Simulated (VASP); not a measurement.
Here is a VASP 6.6.1 calculation.

The input POSCAR:

```
HfO2
1.0
    0.0000000000      2.5575000000      2.5575000000
    2.5575000000      0.0000000000      2.5575000000
    2.5575000000      2.5575000000      0.0000000000
Hf O
1 2
Direct
    0.0000000000      0.0000000000      0.0000000000
    0.2161378141      0.2161378141      0.2161378141
    0.7838621859      0.7838621859      0.7838621859
```

INCAR.step1

```
SYSTEM = HfO2
  PREC = Accurate
  ENCUT = 520
  ISMEAR = 0
  SIGMA = 0.05
  LREAL = .FALSE.
  LASPH = .TRUE.
  NELM = 100
  NBANDS = 18
  GGA = PE
  ALGO = Normal
  EDIFF = 1E-4
  LWAVE = .TRUE.
  LCHARG = .FALSE.
```

INCAR.step2

```
SYSTEM = HfO2
  PREC = Accurate
  ENCUT = 520
  EDIFF = 1E-7
  ISMEAR = 0
  SIGMA = 0.05
  LREAL = .FALSE.
  LASPH = .TRUE.
  NELM = 100
  ALGO = Normal
  ISIF = 2
  LWAVE = .FALSE.
  LCHARG = .FALSE.
  METAGGA = R2SCAN
  LMIXTAU = .TRUE.
  NBANDS = 18
  ISTART = 1
```

Contents of KPOINTS:

```
regular mesh
0
G
  8 8 8
  0 0 0
```

Potentials or basis: VASP PAW PBE potentials, release 64 (Hf_pv, O).

Command:

```bash
$ cat potpaw_PBE.64/Hf_pv/POTCAR potpaw_PBE.64/O/POTCAR > POTCAR
$ cp INCAR.step1 INCAR
$ mpirun -np 1 vasp_std > vasp.out
$ cp INCAR.step2 INCAR
$ mpirun -np 1 vasp_std > vasp.out
```

(1) Predict the pressure.

(2) Predict the band gap on the k mesh.

(3) Estimate the largest force.

## Answers

(1) 12.9 GPa.

(2) 3.84 eV (least direct gap 4.23 eV).

(3) 8.120 eV/Å.

Caveat: the cell differs from its parent crystal (atoms displaced along a vibrational mode); the cell stands under pressure; the PAW data sets were made with another functional, which shifts forces and pressure a little; spin-orbit coupling is left out, which moves the levels of the heavy elements.
